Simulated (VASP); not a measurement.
# Ta3SiC2 (P6/mmm) in VASP: notebook

Runs on Ta3SiC2. Level: PBE. Tasks: single point.

All numbers are computed with VASP 6.6.1; they aren't measurements. Logs are shortened: lines on timing, memory, paths and dates and some standing lists are left out, and cuts for length are marked.

### 1 The cell of the first run

The structure is hexagonal, space group P6/mmm (No. 191). The conventional cell has a = 4.082 Å, b = 4.082 Å, c = 6.515 Å, α = 90.00°, β = 90.00°, γ = 120.00°. Within 2.3 Å of Ta (site symmetry 6/mmm) lie 2 Ta at 1.75 Å. Within 2.0 Å of Ta (site symmetry 6mm) lie 1 Si at 1.51 Å and 1 Ta at 1.75 Å. Si (site symmetry 6/mmm) has 2 Ta at 1.51 Å within 2.0 Å. Within 3.1 Å of C (site symmetry -6m2) lie 3 Si at 2.36 Å and 3 C at 2.36 Å and 6 Ta at 2.80 Å.

### 2 Single point, PBE

INCAR

```
SYSTEM = Ta3SiC2
  PREC = Accurate
  ENCUT = 520
  EDIFF = 1E-7
  ISMEAR = 0
  SIGMA = 0.1
  LREAL = .FALSE.
  LASPH = .TRUE.
  NELM = 100
  ALGO = Normal
  ISIF = 2
  LWAVE = .FALSE.
  LCHARG = .TRUE.
  GGA = PE
  LELF = .TRUE.
  LVHAR = .TRUE.
  NBANDS = 32
```

KPOINTS

```
regular mesh
0
G
  6 6 4
  0 0 0
```

POSCAR

```
Ta3SiC2
1.0
    4.0819174900      0.0000000000      0.0000000000
   -2.0409587400      3.5350442400      0.0000000000
    0.0000000000      0.0000000000      6.5147891600
Ta Si C
3 1 2
Direct
    0.0000000000      0.0000000000      0.5000000000
    0.0000000000      0.0000000000      0.2316552200
    0.0000000000      0.0000000000      0.7683447800
    0.0000000000      0.0000000000      0.0000000000
    0.3333333300      0.6666666700      0.0000000000
    0.6666666700      0.3333333300      0.0000000000
```

Potentials or basis: VASP PAW PBE potentials, release 64 (Ta_pv, Si, C).

Launch:

```bash
cat potpaw_PBE.64/Ta_pv/POTCAR potpaw_PBE.64/Si/POTCAR potpaw_PBE.64/C/POTCAR > POTCAR
mpirun -np 1 vasp_std > vasp.out
```

OUTCAR:

```text
SYSTEM = Ta3SiC2
   PREC = Accurate
   ENCUT = 520
   EDIFF = 1E-7
   ISMEAR = 0
   LREAL = .FALSE.
   LASPH = .TRUE.
   NELM = 100
   ISIF = 2
   GGA = PE

 ion  position               nearest neighbor table
   1  0.000  0.000  0.500-   2 1.75   3 1.75   4 3.26   4 3.26
   2  0.000  0.000  0.232-   4 1.51   1 1.75   5 2.80   6 2.80   5 2.80   6 2.80   6 2.80   5 2.80
                             3 3.02   3 3.50
   3  0.000  0.000  0.768-   4 1.51   1 1.75   5 2.80   6 2.80   5 2.80   6 2.80   6 2.80   5 2.80
                             2 3.02   2 3.50
   4  0.000  0.000  0.000-   2 1.51   3 1.51   5 2.36   6 2.36   5 2.36   6 2.36   6 2.36   5 2.36
                             1 3.26   1 3.26
   5  0.333  0.667  0.000-   4 2.36   4 2.36   4 2.36   2 2.80   3 2.80   3 2.80   2 2.80   3 2.80
                             2 2.80
   6  0.667  0.333  0.000-   4 2.36   4 2.36   4 2.36   2 2.80   3 2.80   3 2.80   2 2.80   3 2.80
                             2 2.80

 -----------------------------------------------------------------------------
|                                                                             |
|           W    W    AA    RRRRR   N    N  II  N    N   GGGG   !!!           |
|           W    W   A  A   R    R  NN   N  II  NN   N  G    G  !!!           |
|           W    W  A    A  R    R  N N  N  II  N N  N  G       !!!           |
|           W WW W  AAAAAA  RRRRR   N  N N  II  N  N N  G  GGG   !            |
|           WW  WW  A    A  R   R   N   NN  II  N   NN  G    G                |
|           W    W  A    A  R    R  N    N  II  N    N   GGGG   !!!           |
|                                                                             |
|     The distance between some ions is very small. Please check the          |
|     nearest-neighbor list in the OUTCAR file.                               |
|     I HOPE YOU KNOW WHAT YOU ARE DOING!                                     |
|                                                                             |
 -----------------------------------------------------------------------------

  LATTYP: Found a hexagonal cell.
 ALAT       =     4.0819174900
 C/A-ratio  =     1.5960119664

  Lattice vectors:

 A1 = (   4.0819174900,   0.0000000000,   0.0000000000)
 A2 = (  -2.0409587400,   3.5350442400,   0.0000000000)
 A3 = (   0.0000000000,   0.0000000000,   6.5147891600)

Analysis of symmetry for initial positions (statically):
=====================================================================
 Subroutine PRICEL returns:
 Original cell was already a primitive cell.

 Routine SETGRP: Setting up the symmetry group for a
 hexagonal supercell.

 Subroutine GETGRP returns: Found 24 space group operations
 (whereof 24 operations were pure point group operations)
 out of a pool of 24 trial point group operations.

The static configuration has the point symmetry D_6h.

Analysis of symmetry for dynamics (positions and initial velocities):
=====================================================================
 Subroutine PRICEL returns:
 Original cell was already a primitive cell.

 Routine SETGRP: Setting up the symmetry group for a
 hexagonal supercell.

 Subroutine GETGRP returns: Found 24 space group operations
 (whereof 24 operations were pure point group operations)
 out of a pool of 24 trial point group operations.

The dynamic configuration has the point symmetry D_6h.

 Subroutine INISYM returns: Found 24 space group operations
 (whereof 24 operations are pure point group operations),
 and found     1 'primitive' translations

----------------------------------------------------------------------------------------

                                     Primitive cell

  volume of cell :      94.0068

  direct lattice vectors                    reciprocal lattice vectors
     4.081917490  0.000000000  0.000000000     0.244982904  0.141440945  0.000000000
    -2.040958740  3.535044240  0.000000000     0.000000000  0.282881891  0.000000000
     0.000000000  0.000000000  6.514789160     0.000000000  0.000000000  0.153496909

  length of vectors
     4.081917490  4.081917485  6.514789160     0.282881891  0.282881891  0.153496909

  position of ions in fractional coordinates (direct lattice)
     0.000000000  0.000000000  0.500000000
     0.000000000  0.000000000  0.231655220
     0.000000000  0.000000000  0.768344780
     0.000000000  0.000000000  0.000000000
     0.333333330  0.666666670  0.000000000
     0.666666670  0.333333330  0.000000000

  ion indices of the primitive-cell ions
   primitive index   ion index
                 1           1
                 2           2
                 3           3
                 4           4
                 5           5
                 6           6

----------------------------------------------------------------------------------------

 KPOINTS: regular mesh

Automatic generation of k-mesh.
 Grid dimensions read from file:
 generate k-points for:    6    6    4

 Generating k-lattice:

  Cartesian coordinates                     Fractional coordinates (reciprocal lattice)
     0.040830484  0.023573491  0.000000000     0.166666667  0.000000000  0.000000000
     0.000000000  0.047146982  0.000000000     0.000000000  0.166666667  0.000000000
     0.000000000  0.000000000  0.038374227     0.000000000  0.000000000  0.250000000

  Length of vectors
     0.047146982  0.047146982  0.038374227

  Shift w.r.t. Gamma in fractional coordinates (k-lattice)
     0.000000000  0.000000000  0.000000000

 Subroutine IBZKPT returns following result:
 ===========================================

 Found     21 irreducible k-points:

 Following reciprocal coordinates:
            Coordinates               Weight
  0.000000  0.000000  0.000000      1.000000
  0.166667 -0.000000  0.000000      6.000000
  0.333333  0.000000  0.000000      6.000000
  0.500000  0.000000  0.000000      3.000000
  0.166667  0.166667  0.000000      6.000000
  0.333333  0.166667  0.000000     12.000000
[... 13 lines left out ...]
  0.333333  0.166667  0.500000     12.000000
  0.333333  0.333333  0.500000      2.000000
   k-points           NKPTS =     21   k-points in BZ     NKDIM =     21   number of bands    NBANDS=     32
   number of dos      NEDOS =    301   number of ions     NIONS =      6
   total plane-waves  NPLWV =  43200
   dimension x,y,z NGX =    30 NGY =   30 NGZ =   48
   dimension x,y,z NGXF=    60 NGYF=   60 NGZF=   96
   ions per type =               3   1   2
   NGX,Y,Z   is equivalent  to a cutoff of  12.22, 12.22, 12.25 a.u.
   NGXF,Y,Z  is equivalent  to a cutoff of  24.44, 24.44, 24.50 a.u.
 SYSTEM =  Ta3SiC2
   PREC   = accura    normal or accurate (medium, high low for compatibility)
   ISTART =      0    job   : 0-new  1-cont  2-samecut
   ICHARG =      2    charge: 1-file 2-atom 10-const
   ISPIN  =      1    spin polarized calculation?
   LNONCOLLINEAR =      F non collinear calculations
   LSORBIT =      F    spin-orbit coupling
   LASPH  =      T    aspherical Exc in radial PAW
   ENCUT  =  520.0 eV  38.22 Ry    6.18 a.u.   7.59  7.59 12.11*2*pi/ulx,y,z
   NELM   =    100;   NELMIN=  2; NELMDL= -5     # of ELM steps
   EDIFF  = 0.1E-06   stopping-criterion for ELM
   LREAL  =      F    real-space projection
   EDIFFG = 0.1E-05   stopping-criterion for IOM
   NSW    =      0    number of steps for IOM
   IBRION =     -1    ionic relax: 0-MD 1-quasi-New 2-CG
   NFREE  =      0    steps in history (QN), initial steepest desc. (CG)
   ISIF   =      2    stress and relaxation
   ISYM   =      2    0-nonsym 1-usesym 2-fastsym
   POTIM  = 0.5000    time-step for ionic-motion
   TEBEG  =    0.0;   TEEND  =   0.0 temperature during run
   PSTRESS=    0.0 pullay stress
   NELECT =      45.0000    total number of electrons
   NUPDOWN=      -1.0000    fix difference up-down
   EMIN   =  10.00;   EMAX   =-10.00  energy-range for DOS
   EFERMI =   0.00;   METHOD = LEGACY
   ISMEAR =     0;   SIGMA  =   0.10  broadening in eV -4-tet -1-fermi 0-gaus
   EFERMI_NEDOS =   21; number of points for ismear=-14 and -15
   IALGO  =     38    algorithm
   IMIX   =      4    mixing-type and parameters
     AMIX     =   0.40;   BMIX     =  1.00
     AMIX_MAG =   1.60;   BMIX_MAG =  1.00
  volume/ion in A,a.u.               =      15.67       105.73
  Fermi-wavevector in a.u.,A,eV,Ry     =   1.280636  2.420052 22.313959  1.640030
  Thomas-Fermi vector in A             =   2.413053
   LORBIT       =      0    0 simple, 1 ext, 2 COOP (PROOUT), +10 PAW based schemes
   GGA     = PE    functional components
   LHFCALC =     F    Hartree Fock is set to
   AEXX    =    0.0000 exact exchange contribution
   IVDW    =     0    specifies the selected vdW correction
   LEPSILON=     F    determine dielectric tensor
   LRPA    =     F    only Hartree local field effects (RPA)
 non-spin polarized calculation
 Gauss-broadening in eV      SIGMA  =   0.10
  energy-cutoff  :      520.00
  volume of cell :       94.01
 maximum number of plane-waves:      2556
   NGX = 15   NGY = 15   NGZ = 25

 number of electron      45.0000001 magnetization

 Free energy of the ion-electron system (eV)
  ---------------------------------------------------
  ext. energy  EPLUGINS =         0.00000000
  ---------------------------------------------------
  free energy    TOTEN  =         7.18574773 eV

  energy without entropy =        7.20538870  energy(sigma->0) =        7.19556822

 E-fermi :   4.8574     XC(G=0): -10.9844

 val. band max:        4.8229169700   @ k =   0.5000   0.0000   0.5000
 cond. band min:       4.8695710278   @ k =   0.1667   0.1667   0.0000
 fundamental gap:      0.0466540579
 Fermi energy:         4.8573628144

 k-point     1 :       0.0000    0.0000    0.0000
  band No.  band energies     occupation
      1     -38.3688      2.00000
      2     -33.4889      2.00000
      3     -30.9006      2.00000
      4     -30.9006      2.00000
      5     -29.7328      2.00000
      6     -29.7328      2.00000
[... 24 lines left out ...]
     31       9.5925      0.00000
     32      10.0379      0.00000
[... 669 lines left out ...]
      2     -32.8780      2.00000
      3     -30.9230      2.00000
      4     -30.9230      2.00000
      5     -29.7490      2.00000
      6     -29.7490      2.00000
[... 24 lines left out ...]
     31       8.2579      0.00000
     32       9.5667      0.00000

------------------------ aborting loop because EDIFF is reached ----------------------------------------

  FORCE on cell =-STRESS in cart. coord.  units (eV):
  Direction    XX          YY          ZZ          XY          YZ          ZX
  --------------------------------------------------------------------------------------
  -------------------------------------------------------------------------------------
  Total      -11.9667483    -11.9667483    298.3484933     -0.0000000      0.0000000      0.0000000
  in kB     -203.9516859   -203.9516856   5084.8130623     -0.0000003      0.0000000      0.0000000
  external PRESSURE =    1558.9698969 kB  Pullay stress =       0.0000000 kB

 VOLUME and BASIS-vectors are now :
 -----------------------------------------------------------------------------
  energy-cutoff  :      520.00
  volume of cell :       94.01
      direct lattice vectors                 reciprocal lattice vectors
     4.081917490  0.000000000  0.000000000     0.244982904  0.141440945  0.000000000
    -2.040958740  3.535044240  0.000000000     0.000000000  0.282881891  0.000000000
     0.000000000  0.000000000  6.514789160     0.000000000  0.000000000  0.153496909

 POSITION                                       TOTAL-FORCE (eV/Angst)
 -----------------------------------------------------------------------------------
      0.00000      0.00000      3.25739        -0.000000     -0.000000      0.000000
      0.00000      0.00000      1.50918        -0.000000     -0.000000     10.349255
      0.00000      0.00000      5.00560        -0.000000      0.000000    -10.349255
      0.00000      0.00000      0.00000        -0.000000     -0.000000      0.000000
     -0.00000      2.35670      0.00000         0.000000      0.000000     -0.000000
      2.04096      1.17835      0.00000        -0.000000     -0.000000      0.000000
 -----------------------------------------------------------------------------------
    total drift:                                0.000000      0.000000     -0.000000

  FREE ENERGIE OF THE ION-ELECTRON SYSTEM (eV)
  ---------------------------------------------------
  free  energy   TOTEN  =         7.1857477321 eV

  energy  without entropy=        7.2053887017  energy(sigma->0) =        7.19556822
```

Run time: 72 s. Hardware: 1 thread of Intel Xeon Platinum 8488C (Sapphire Rapids), shared host; peak memory 0.23 GiB.

Results:

```yaml
Free_energy: 7.1857 eV
Pressure: 155.9 GPa
Largest_force: 10.349 eV/Å
```

Forces in eV/Å, atoms in the order of the input:
```
Ta    0.000   0.000   0.000
Ta    0.000   0.000  10.349
Ta    0.000   0.000 -10.349
Si    0.000   0.000   0.000
C     0.000   0.000   0.000
C     0.000   0.000   0.000
```

Stress tensor (GPa, compression positive):
```
-20.40   0.00   0.00
  0.00 -20.40   0.00
  0.00   0.00 508.48
```

Levels at points of the mesh, in eV from the Fermi level:
| k point | band 20 | band 21 | band 22 | band 23 | band 24 | band 25 |
| --- | --- | --- | --- | --- | --- | --- |
| (0.00, 0.00, 0.00) | -3.01 | -0.68 | -0.68 | 0.38 | 0.38 | 0.94 |
| (0.50, 0.00, 0.00) | -1.95 | -1.04 | 0.08 | 1.05 | 1.31 | 1.56 |
| (0.00, 0.00, 0.50) | -1.60 | -1.21 | -1.21 | -1.13 | -1.13 | -1.02 |
| (0.50, 0.00, 0.50) | -1.33 | -0.38 | -0.19 | -0.16 | -0.03 | 1.00 |

Caveat: spin-orbit coupling is left out, which moves the levels of the heavy elements; forces of over 1 eV/Å act on the atoms, so gaps and moduli don't describe the material at rest.

[end of part 1 of 2]
